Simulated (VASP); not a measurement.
A run of VASP 6.6.1:

The input INCAR:

```
ALGO = Normal
EDIFF = 1E-6
ENCUT = 520
GGA = RP
ISIF = 2
ISMEAR = -1
IVDW = 12
LASPH = True
LCHARG = False
LREAL = False
LWAVE = False
NBANDS = 35
NELM = 60
PREC = Accurate
SIGMA = 0.05
```

File KPOINTS:

```
k-points
0
Gamma
  10 10 3
```

The input POSCAR:

```
WS2
1.0
    3.1586570750      0.0000000000      0.0000000000
   -1.5793285375      2.7354772688      0.0000000000
    0.0000000000      0.0000000000     12.4161048547
W S
2 4
Direct
    0.6666666667      0.3333333333      0.7500000000
    0.3333333333      0.6666666667      0.2500000000
    0.6666666667      0.3333333333      0.3750000000
    0.3333333333      0.6666666667      0.8750000000
    0.6666666667      0.3333333333      0.1250000000
    0.3333333333      0.6666666667      0.6250000000
```

Potentials or basis: VASP PAW PBE potentials, release 64 (W_sv, S).

Command:

```sh
$ cat potpaw_PBE.64/W_sv/POTCAR potpaw_PBE.64/S/POTCAR > POTCAR
$ mpirun -np 1 vasp_std > vasp.out
```

Hardware: 1 thread of AMD EPYC 7R43 64-Core Processor (Zen 3), on a shared host.

How long does it take, and how much memory?

Run time: 3.7 min on 1 thread of AMD EPYC 7R43 64-Core Processor (Zen 3), with other jobs on the host, peak memory 0.22 GiB. Counts: scf iterations 15, k points 28.
